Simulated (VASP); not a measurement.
ZrB: single point with PBEsol

ZrB:

```xyz
2
Lattice="0.0000 2.1879 2.6255 2.1879 0.0000 2.6255 2.1879 2.1879 0.0000" Properties=species:S:1:pos:R:3 pbc="T T T"
Zr    0.0000    0.0000    0.0000
B     2.1879    2.1879    2.6255
```

This cell differs from its parent crystal: ratio of the length along z to the lengths across it x 1.2, volume and fractional coordinates fixed.

```json
{"Program": "VASP 6.6.1", "Task": "single point", "Functional": "PBEsol", "Potentials or basis": "VASP PAW PBE potentials, release 64 (Zr_sv, B)", "Cutoff": "520 eV", "k mesh": "20 × 20 × 20", "Occupations": "gaussian, width 0.15 eV", "Spin": "no spin polarisation", "Dipole correction": "no", "Further INCAR settings": "ALGO = Normal; EDIFF = 1e-06; NBANDS = 14"}
```

```yaml
Pressure: 38.0 GPa
Band_gap_on_the_k_mesh: zero (an odd number of electrons rules out a gap without spin polarisation)
```

Stress tensor (GPa, compression positive):
```
 63.58   0.00   0.00
  0.00  63.58   0.00
  0.00   0.00 -13.14
```

Levels at points of the mesh, in eV from the Fermi level:
```csv
k point,band 5,band 6,band 7,band 8,band 9,band 10,band 11,band 12
"(0.00, 0.00, 0.00)",-8.38,0.46,1.82,2.63,2.63,2.96,4.20,4.20
"(0.50, 0.00, 0.00)",-4.33,-3.38,-2.10,-1.50,5.35,6.19,7.74,7.78
"(0.50, 0.50, 0.00)",-6.74,-1.64,-1.24,3.36,3.36,5.35,6.59,6.59
"(0.50, 0.00, 0.50)",-6.67,-1.21,0.55,1.74,2.76,4.94,5.34,7.87
```

Run time: 2 min on 1 thread of Intel(R) Xeon(R) Platinum 8488C (Sapphire Rapids) (shared host), peak memory 0.34 GiB.

Caveat: the stress differs along the axes, from -13 to 64 GPa; the PAW data sets were made with another functional, which shifts forces and pressure a little; an odd number of electrons without spin polarisation forces a metal; a magnetic or distorted state may lie lower.
